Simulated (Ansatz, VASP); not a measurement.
# One calculation of Zr, two programs

The input INCAR:

```
SYSTEM = Zr
ALGO = Normal
EDIFF = 1E-6
ENCUT = 500
GGA = PE
GGA_COMPAT = .False.
ISIF = 2
ISMEAR = 0
LASPH = .True.
LCHARG = .False.
LREAL = .False.
LWAVE = .False.
NBANDS = 12
NELM = 120
PREC = Accurate
SIGMA = 0.1
```

Contents of KPOINTS:

```
k-points
0
Gamma
  9 9 9
  0 0 0
```

The input POSCAR:

```
Zr
1.0
    0.0000000000      2.2919737846      2.2919737846
    2.2919737846      0.0000000000      2.2919737846
    2.2919737846      2.2919737846      0.0000000000
Zr
1
Direct
    0.0000000000      0.0000000000      0.0000000000
```

Input for Ansatz:

```yaml
crystal:
  lattice:
    - [0.0, 2.2919737846174946, 2.2919737846174946]
    - [2.2919737846174946, 0.0, 2.2919737846174946]
    - [2.2919737846174946, 2.2919737846174946, 0.0]
  atoms:
    - { symbol: Zr, position: [0.0, 0.0, 0.0] }
basis:
  ecutwfc: 476.19925930478996
kpoints:
  mp_grid:
    grid: [9, 9, 9]
hamiltonian:
  xc: pbe
scf:
  occupations:
    method: gaussian
    width: 0.1
output:
  stress: true
```

Alike in both runs: task single point; functional PBE; k mesh 9 × 9 × 9; occupations gaussian, width 0.1 eV; no spin polarisation.

```csv
,VASP,Ansatz
version,VASP 6.6.1,Ansatz 0.2.0
potentials or method,"VASP PAW PBE potentials, release 64 (Zr_sv), cutoff 500 eV","plane waves, PAW"
valence electrons in the cell,12,12
```

|  | VASP | Ansatz | Ansatz less VASP |
| --- | --- | --- | --- |
| pressure (GPa) | -2.9 | -2.9 | -0.04 |

The functional is the same, so the differences come from potentials, cutoffs and numerics.
